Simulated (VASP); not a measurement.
NaF:

```xyz
2
Lattice="0.0000 2.2972 2.2972 2.2972 0.0000 2.2972 2.2972 2.2972 0.0000" Properties=species:S:1:pos:R:3 pbc="T T T"
Na    0.0000    0.0000    0.0000
F     2.2972    2.2972    2.2972
```

Base run:

```yaml
Program: VASP 6.6.1
Functional: r2SCAN
Potentials_or_basis: VASP PAW PBE potentials, release 64 (Na_pv, F)
Cutoff: 520 eV
k_mesh: 6 × 6 × 6
Occupations: gaussian, width 0.01 eV
Spin: no spin polarisation
```

Its results: band gap on the k mesh 7.32 eV; pressure -0.8 GPa.

**Question.** The run is repeated on the same cell with these changes: functional from r2SCAN to PBE. What comes out?

**Answer.** Band gap on the k mesh 6.44 eV; pressure 3.5 GPa.

Caveats: the PAW data sets were made with another functional, which shifts forces and pressure a little (at least some runs); the cell stands under pressure (at least some runs).

